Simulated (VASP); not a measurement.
# ScGa3N2 (P6/mmm) in VASP: further runs

The runs below take ScGa3N2 through relaxation of cell and atoms, single point, with PBE.

All numbers are computed with VASP 6.6.1; they aren't measurements. Logs are shortened: lines on timing, memory, paths and dates and some standing lists are left out, and cuts for length are marked.

## (1) The cell of the first run

Symmetry: P6/mmm, No. 191, hexagonal system. The conventional cell has a = 5.311 Å, b = 5.311 Å, c = 3.296 Å, α = 90.00°, β = 90.00°, γ = 120.00°. Sc (site symmetry 6/mmm) has 6 N at 3.07 Å and 12 Ga at 3.13 Å and 2 Sc at 3.30 Å within 4.0 Å. Within 3.0 Å of Ga (site symmetry mmm) lie 4 N at 2.25 Å and 4 Ga at 2.66 Å. N (site symmetry -6m2) has 6 Ga at 2.25 Å within 3.0 Å.

## (2) Relaxation of cell and atoms, PBE

File INCAR:

```
PREC     = Accurate       # precision mode
ENCUT    = 600            # plane-wave cutoff, eV
EDIFF    = 1E-6           # SCF threshold, eV
ISMEAR   = 0              # smearing method
SIGMA    = 0.1            # smearing width, eV
LREAL    = False          # projectors in reciprocal space
LASPH    = True           # aspherical terms in the spheres
NELM     = 80             # most SCF steps
ALGO     = Normal         # electronic algorithm
ISIF     = 3              # what is computed and relaxed
LWAVE    = False          # write WAVECAR
LCHARG   = False          # write CHGCAR
GGA      = PE             # functional
IBRION   = 2              # ionic algorithm
NSW      = 90             # ionic steps
EDIFFG   = -0.04          # ionic threshold
```

File KPOINTS:

```
regular mesh
0
Gamma
  6 6 6
```

File POSCAR:

```
ScGa3N2
1.0
    5.3111668737      0.0000000000      0.0000000000
   -2.6555834369      4.5996054364      0.0000000000
    0.0000000000      0.0000000000      3.2957821830
Sc Ga N
1 3 2
Direct
    0.0000000000      0.0000000000      0.0000000000
    0.5000000000      0.0000000000      0.5000000000
    0.0000000000      0.5000000000      0.5000000000
    0.5000000000      0.5000000000      0.5000000000
    0.3333333333      0.6666666667      0.0000000000
    0.6666666667      0.3333333333      0.0000000000
```

Potentials or basis: VASP PAW PBE potentials, release 64 (Sc_sv, Ga_d, N).

Command:

```console
> cat potpaw_PBE.64/Sc_sv/POTCAR potpaw_PBE.64/Ga_d/POTCAR potpaw_PBE.64/N/POTCAR > POTCAR
> mpirun -np 1 vasp_std > vasp.out
```

OUTCAR:

```text
PREC = Accurate
   ENCUT = 600
   EDIFF = 1E-6
   ISMEAR = 0
   LREAL = False
   LASPH = True
   NELM = 80
   ISIF = 3
   GGA = PE
   IBRION = 2
   NSW = 90
   EDIFFG = -0.04

 ion  position               nearest neighbor table
   1  0.000  0.000  0.000-   2 3.13   2 3.13   2 3.13   2 3.13   4 3.13   4 3.13   4 3.13   4 3.13
                             3 3.13   3 3.13   3 3.13   3 3.13
   2  0.500  0.000  0.500-   5 2.25   6 2.25   5 2.25   6 2.25   3 2.66   3 2.66   4 2.66   4 2.66
                             1 3.13   1 3.13   1 3.13   1 3.13
   3  0.000  0.500  0.500-   5 2.25   6 2.25   5 2.25   6 2.25   4 2.66   4 2.66   2 2.66   2 2.66
                             1 3.13   1 3.13   1 3.13   1 3.13
   4  0.500  0.500  0.500-   5 2.25   6 2.25   5 2.25   6 2.25   3 2.66   3 2.66   2 2.66   2 2.66
                             1 3.13   1 3.13   1 3.13   1 3.13
   5  0.333  0.667  0.000-   3 2.25   3 2.25   2 2.25   2 2.25   4 2.25   4 2.25
   6  0.667  0.333  0.000-   3 2.25   3 2.25   2 2.25   2 2.25   4 2.25   4 2.25

  LATTYP: Found a hexagonal cell.
 ALAT       =     5.3111668737
 C/A-ratio  =     0.6205382473

  Lattice vectors:

 A1 = (   5.3111668737,   0.0000000000,   0.0000000000)
 A2 = (  -2.6555834369,   4.5996054364,   0.0000000000)
 A3 = (   0.0000000000,   0.0000000000,   3.2957821830)

Analysis of symmetry for initial positions (statically):
=====================================================================
 Subroutine PRICEL returns:
 Original cell was already a primitive cell.

 Routine SETGRP: Setting up the symmetry group for a
 hexagonal supercell.

 Subroutine GETGRP returns: Found 24 space group operations
 (whereof 24 operations were pure point group operations)
 out of a pool of 24 trial point group operations.

The static configuration has the point symmetry D_6h.

Analysis of symmetry for dynamics (positions and initial velocities):
=====================================================================
 Subroutine PRICEL returns:
 Original cell was already a primitive cell.

 Routine SETGRP: Setting up the symmetry group for a
 hexagonal supercell.

 Subroutine GETGRP returns: Found 24 space group operations
 (whereof 24 operations were pure point group operations)
 out of a pool of 24 trial point group operations.

The dynamic configuration has the point symmetry D_6h.

 Subroutine INISYM returns: Found 24 space group operations
 (whereof 24 operations are pure point group operations),
 and found     1 'primitive' translations

----------------------------------------------------------------------------------------

[... 111 lines left out ...]
   NELECT =      60.0000    total number of electrons
   NUPDOWN=      -1.0000    fix difference up-down
   EMIN   =  10.00;   EMAX   =-10.00  energy-range for DOS
   EFERMI =   0.00;   METHOD = LEGACY
   ISMEAR =     0;   SIGMA  =   0.10  broadening in eV -4-tet -1-fermi 0-gaus
   EFERMI_NEDOS =   21; number of points for ismear=-14 and -15
   IALGO  =     38    algorithm
   IMIX   =      4    mixing-type and parameters
     AMIX     =   0.40;   BMIX     =  1.00
     AMIX_MAG =   1.60;   BMIX_MAG =  1.00
  volume/ion in A,a.u.               =      13.42        90.56
  Fermi-wavevector in a.u.,A,eV,Ry     =   1.484234  2.804795 29.972943  2.202949
  Thomas-Fermi vector in A             =   2.597796
   LORBIT       =      0    0 simple, 1 ext, 2 COOP (PROOUT), +10 PAW based schemes
   GGA     = PE    functional components
   LHFCALC =     F    Hartree Fock is set to
   AEXX    =    0.0000 exact exchange contribution
   IVDW    =     0    specifies the selected vdW correction
   LEPSILON=     F    determine dielectric tensor
   LRPA    =     F    only Hartree local field effects (RPA)
 conjugate gradient relaxation of ions
 non-spin polarized calculation
 Gauss-broadening in eV      SIGMA  =   0.10
  energy-cutoff  :      600.00
  volume of cell :       80.51
 maximum number of plane-waves:      2719
   NGX = 21   NGY = 21   NGZ = 13

--------------------------------------- Ionic step        1  -------------------------------------------

 number of electron      59.9999961 magnetization

 Free energy of the ion-electron system (eV)
  ---------------------------------------------------
  ext. energy  EPLUGINS =         0.00000000
  ---------------------------------------------------
  free energy    TOTEN  =       -29.70704537 eV

  energy without entropy =      -29.68812556  energy(sigma->0) =      -29.69758547

------------------------ aborting loop because EDIFF is reached ----------------------------------------

  FORCE on cell =-STRESS in cart. coord.  units (eV):
  Direction    XX          YY          ZZ          XY          YZ          ZX
  --------------------------------------------------------------------------------------
  -------------------------------------------------------------------------------------
  Total        0.8820450      0.8820450     -0.4315110     -0.0000000      0.0000000      0.0000000
  in kB       17.5522302     17.5522302     -8.5868407     -0.0000000      0.0000000      0.0000000
  external PRESSURE =       8.8392066 kB  Pullay stress =       0.0000000 kB
[... 147 lines left out ...]
--------------------------------------- Ionic step        5  -------------------------------------------

 number of electron      60.0000007 magnetization

 Free energy of the ion-electron system (eV)
  ---------------------------------------------------
  ext. energy  EPLUGINS =         0.00000000
  ---------------------------------------------------
  free energy    TOTEN  =       -29.73410576 eV

  energy without entropy =      -29.71657652  energy(sigma->0) =      -29.72534114

 E-fermi :   6.8986     XC(G=0): -11.6744

 val. band max:        6.8932567283   @ k =   0.1667   0.1667   0.1667
 cond. band min:       6.9261836092   @ k =   0.1667   0.1667   0.0000
 fundamental gap:      0.0329268809
 Fermi energy:         6.8986302710

 k-point     1 :       0.0000    0.0000    0.0000
  band No.  band energies     occupation
      1     -43.2914      2.00000
      2     -22.0132      2.00000
      3     -22.0132      2.00000
      4     -21.6054      2.00000
      5     -10.0801      2.00000
      6      -8.5774      2.00000
[... 925 lines left out ...]
     35       8.9071      0.00000
     36      10.5703      0.00000

 [... further k-points ...]

------------------------ aborting loop because EDIFF is reached ----------------------------------------

  FORCE on cell =-STRESS in cart. coord.  units (eV):
  Direction    XX          YY          ZZ          XY          YZ          ZX
  --------------------------------------------------------------------------------------
  -------------------------------------------------------------------------------------
  Total        0.0754324      0.0754324      0.0797568     -0.0000000      0.0000000      0.0000000
  in kB        1.4824765      1.4824765      1.5674631     -0.0000000      0.0000000      0.0000000
  external PRESSURE =       1.5108053 kB  Pullay stress =       0.0000000 kB
[... 21 lines left out ...]
  FREE ENERGIE OF THE ION-ELECTRON SYSTEM (eV)
  ---------------------------------------------------
  free  energy   TOTEN  =       -29.7341057648 eV

  energy  without entropy=      -29.7165765236  energy(sigma->0) =      -29.72534114

 reached required accuracy - stopping structural energy minimisation
```

OSZICAR:

```text
N       E                     dE             d eps       ncg     rms          rms(c)
DAV:   1     0.657788015660E+03    0.65779E+03   -0.30000E+04  2060   0.311E+03
DAV:   2     0.825291077770E+02   -0.57526E+03   -0.56364E+03  2016   0.731E+02
DAV:   3    -0.260121977987E+02   -0.10854E+03   -0.10508E+03  2552   0.226E+02
DAV:   4    -0.352875809396E+02   -0.92754E+01   -0.90814E+01  3020   0.644E+01
[... 53 lines left out ...]
DAV:   5    -0.297341340303E+02    0.15896E-03   -0.26865E-03  2660   0.439E-01    0.567E-02
DAV:   6    -0.297341110186E+02    0.23012E-04   -0.27273E-04  3012   0.125E-01    0.239E-02
DAV:   7    -0.297341062520E+02    0.47666E-05   -0.32359E-05  2648   0.620E-02    0.824E-03
DAV:   8    -0.297341061118E+02    0.14017E-06   -0.15507E-05  2620   0.260E-02    0.391E-03
DAV:   9    -0.297341057648E+02    0.34701E-06   -0.13182E-06  1308   0.126E-02
   5 F= -.29734106E+02 E0= -.29725341E+02  d E =-.127814E-01
```

CONTCAR:

```text
ScGa3N2
   1.00000000000000
     5.4296269278779690   -0.0000000000012876    0.0000000000000000
    -2.7148134639912147    4.7021948526549489   -0.0000000000000000
    -0.0000000000000000    0.0000000000000000    3.1930826284710880
  Sc              Ga              N
     1     3     2
Direct
     0.0000000000000000    0.0000000000000000    1.0000000000000000
     0.5000000000000000    0.0000000000000000    0.5000000000000000
     0.0000000000000000    0.5000000000000000    0.5000000000000000
     0.5000000000000000    0.5000000000000000    0.5000000000000000
     0.3333333332999970    0.6666666667000030    1.0000000000000000
     0.6666666667000030    0.3333333332999970    0.0000000000000000

  0.00000000E+00  0.00000000E+00  0.00000000E+00
  0.00000000E+00  0.00000000E+00  0.00000000E+00
  0.00000000E+00  0.00000000E+00  0.00000000E+00
  0.00000000E+00  0.00000000E+00  0.00000000E+00
  0.00000000E+00  0.00000000E+00  0.00000000E+00
  0.00000000E+00  0.00000000E+00  0.00000000E+00
```

It took 14 min on 1 thread of AMD EPYC 7R13, shared host; peak memory 0.25 GiB.

What came out:

```
Free energy                            : -29.7341 eV
Relaxed volume                         : 13.59 Å³/atom
Relaxed cell                           : a = 5.430 Å, b = 5.430 Å, c = 3.193 Å, α = 90.00°, β = 90.00°, γ = 120.00°
Space group after relaxing (to 0.05 Å) : P6/mmm (No. 191)
Energy gained by relaxing              : 4.5 meV/atom
Ionic steps                            : 5
Pressure after relaxing                : 0.2 GPa
Band gap on the k mesh                 : zero (band 30 reaches 7.75 eV, above the bottom of band 31 at 4.71 eV)
```

The path:
| step | energy change (eV) | largest force (eV/Å) | pressure (GPa) | volume (Å³) |
| --- | --- | --- | --- | --- |
| 1 | 0.0000 | 0.0000 | 0.88 | 80.51 |
| 2 | -0.0105 | 0.0000 | -0.17 | 81.38 |
| 3 | -0.0143 | 0.0000 | -1.14 | 82.24 |
| 4 | -0.0217 | 0.0000 | -0.67 | 81.99 |
| 5 | -0.0271 | 0.0000 | 0.15 | 81.52 |

Final structure:
```
Sc Ga N
1.0
     5.42963    0.00000    0.00000
    -2.71481    4.70219    0.00000
     0.00000    0.00000    3.19308
Sc Ga N
1 3 2
Direct
  0.00000 0.00000 0.00000
  0.50000 0.00000 0.50000
  0.00000 0.50000 0.50000
  0.50000 0.50000 0.50000
  0.33333 0.66667 0.00000
  0.66667 0.33333 0.00000
```

(Continued in part 2 of 2.)
